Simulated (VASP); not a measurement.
# BN: single point with PBE+D3(BJ)

Crystal: BN.

```
B N
1.0
     2.49882    0.00000    0.00000
    -1.24941    2.16404    0.00000
     0.00000    0.00000    6.12209
B N
2 2
Direct
  0.33333 0.66667 0.25000
  0.66667 0.33333 0.75000
  0.33333 0.66667 0.75000
  0.66667 0.33333 0.25000
```

```yaml
Program: VASP 6.6.1
Task: single point
Functional: PBE
Dispersion: D3(BJ)
Potentials_or_basis: VASP PAW PBE potentials, release 64 (B, N)
Cutoff: 520 eV
k_mesh: 12 × 12 × 4
Occupations: gaussian, width 0.05 eV
Spin: no spin polarisation
```

| Property | Result |
| --- | --- |
| Pressure | 3.6 GPa |
| Band gap on the k mesh | 4.12 eV (least direct gap 4.44 eV) |
| Dispersion energy per atom | -0.156 eV |

Stress tensor (GPa, compression positive):
```
3.70 0.00 0.00
0.00 3.70 0.00
0.00 0.00 3.35
```

Levels at points of the mesh, in eV from the valence-band top:
```csv
k point,band 6,band 7,band 8,band 9,band 10,band 11
"(0.00, 0.00, 0.00)",-1.41,-1.33,-1.33,5.80,11.20,11.47
"(0.50, 0.00, 0.00)",-4.12,-1.83,-0.32,4.12,6.01,9.63
"(0.00, 0.00, 0.50)",-1.37,-1.37,-1.37,8.61,8.61,11.58
"(0.50, 0.00, 0.50)",-4.19,-1.01,-1.01,4.66,4.66,9.97
```

Wall time 37 s on 1 thread of Intel Xeon 8259CL, with other jobs on the host, peak memory 0.17 GiB.

Caveat: the cell stands under pressure. A k mesh can miss the band edges.
